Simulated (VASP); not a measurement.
Runs of VASP 6.6.1 on K. The structure is that of space group Fd-3m (No. 227), or close to it. The cells are those of the table. 

| cell | k mesh | gap on the mesh (eV) | pressure (GPa) |
| --- | --- | --- | --- |
| a = 7.141 Å, angles 60.0°, 2 atoms | 6 × 6 × 6 | none | 0.0 |
| a = 7.320 Å, angles 60.0°, 2 atoms | 6 × 6 × 6 | none | -0.1 |
| a = 6.754 Å, angles 60.0°, 2 atoms | 6 × 6 × 6 | none | (a) |
| a = 6.953 Å, angles 60.0°, 2 atoms | 6 × 6 × 6 | none | 0.0 |
| a = 7.048 Å, angles 60.0°, 2 atoms | 6 × 6 × 6 | none | 0.0 |
| a = 6.855 Å, angles 60.0°, 2 atoms | 6 × 6 × 6 | none | 0.1 |
| a = 7.048 Å, angles 60.0°, 2 atoms | 9 × 9 × 9 | none | 0.0 |
| a = 7.232 Å, angles 60.0°, 2 atoms | 6 × 6 × 6 | none | -0.1 |

Alike in all rows: task single point; level RPBE; potentials or basis VASP PAW PBE potentials, release 64 (K_sv); no spin polarisation; cutoff (eV) 520; smearing fermi-dirac 0.1 eV.

Problem. Fill in the values left out.

Solution. (a) 0.2.

Caveats: the PAW data sets were made with another functional, which shifts forces and pressure a little.

A gap of «none» marks levels without a gap at the run's occupations.
